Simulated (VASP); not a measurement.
Here is a VASP 6.6.1 calculation.

The input INCAR:

```
  PREC = Accurate
  ENCUT = 520
  EDIFF = 1E-6
  ISMEAR = -1
  SIGMA = 0.05
  LREAL = False
  LASPH = True
  NELM = 100
  ALGO = Normal
  ISIF = 2
  LWAVE = False
  LCHARG = False
  GGA = PE
  NBANDS = 28
```

Contents of KPOINTS:

```
Automatic mesh
0
Gamma
  8 8 5
```

POSCAR

```
La2O3
1.0
    3.9043960235      0.0000000000      0.0000000000
   -1.9521980118      3.3813061428      0.0000000000
    0.0000000000      0.0000000000      6.0709324617
La O
2 3
Direct
    0.3333333333      0.6666666667      0.2462356800
    0.6666666667      0.3333333333      0.7537643200
    0.0000000000      0.0000000000      0.0000000000
    0.3333333333      0.6666666667      0.6458906500
    0.6666666667      0.3333333333      0.3541093500
```

Potentials or basis: VASP PAW PBE potentials, release 64 (La, O).

The run is started by

```sh
$ cat potpaw_PBE.64/La/POTCAR potpaw_PBE.64/O/POTCAR > POTCAR
$ mpirun -np 1 vasp_std > vasp.out
```

Question: Estimate the band gap on the k mesh.

Answer: 3.91 eV (least direct gap 4.07 eV).

Question: Predict the largest force.

Answer: 0.159 eV/Å.

Stress tensor (GPa, compression positive):
```
4.60 0.00 0.00
0.00 4.60 0.00
0.00 0.00 4.25
```

Caveat: the cell stands under pressure; spin-orbit coupling is left out, which moves the levels of the heavy elements. A k mesh can miss the band edges.
